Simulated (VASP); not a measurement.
Set up this calculation in VASP 6.6.1, as the native input.

```
Task                   : electric field gradients
Functional             : PBE
Potentials or basis    : VASP PAW PBE potentials, release 64 (Mn_pv, O)
Cutoff                 : 520 eV
k mesh                 : 14 × 14 × 14
Occupations            : fermi-dirac, width 0.05 eV
Spin                   : collinear spin, ferromagnetic start
Starting moments       : [4.0, 0.0] μB
Dipole correction      : no
Further INCAR settings : ALGO = Normal; EDIFF = 1e-08; NBANDS = 20
```

The structure of MnO lies in POSCAR:

```
MnO
1.0
    0.0000000000      2.1995540209      2.1995540209
    2.1995540209      0.0000000000      2.1995540209
    2.1995540209      2.1995540209      0.0000000000
Mn O
1 1
Direct
    0.0000000000      0.0000000000      0.0000000000
    0.5000000000      0.5000000000      0.5000000000
```

This cell differs from its parent crystal: volume scaled by 0.97.

One way to write it, as run:

INCAR

```
SYSTEM = MnO
PREC     = Accurate       ! precision mode
ENCUT    = 520            ! plane-wave cutoff, eV
EDIFF    = 1E-8           ! SCF threshold, eV
ISMEAR   = -1             ! smearing method
SIGMA    = 0.05           ! smearing width, eV
LREAL    = .FALSE.        ! projectors in reciprocal space
LASPH    = .TRUE.         ! aspherical terms in the spheres
NELM     = 150            ! most SCF steps
ALGO     = Normal         ! electronic algorithm
ISIF     = 2              ! what is computed and relaxed
LWAVE    = .FALSE.        ! write WAVECAR
LCHARG   = .FALSE.        ! write CHGCAR
ISPIN    = 2              ! spin polarisation
MAGMOM   = 4 0            ! initial moments
LORBIT   = 11             ! projections on sites
LMAXMIX  = 4              ! l up to which the mixer works
GGA      = PE             ! functional
LEFG     = .TRUE.       
NBANDS   = 20             ! bands
```

KPOINTS

```
Automatic mesh
0
G
  14 14 14
  0 0 0
```

Potentials or basis: VASP PAW PBE potentials, release 64 (Mn_pv, O).

Launch:

```console
$ cat potpaw_PBE.64/Mn_pv/POTCAR potpaw_PBE.64/O/POTCAR > POTCAR
$ mpirun -np 1 vasp_std > vasp.out
```

Results of the run:

| Property | Result |
| --- | --- |
| Pressure | 3.6 GPa |
| Net moment | 4.68 μB per cell |
| Site moments | Mn +4.26; O +0.20 μB |
| Valence electrons inside the program's atomic spheres | Mn 11.39; O 4.99 |

Caveat: without QUAD_EFG the Cq values of the log hold for a quadrupole moment of 1 mb, not for the nuclei; a cell with one magnetic atom can't hold antiferromagnetic order, which such compounds often take.

Wall time 33 s on 1 thread of Intel(R) Xeon(R) 6975P-C (Granite Rapids), on a shared host, peak memory 0.19 GiB.
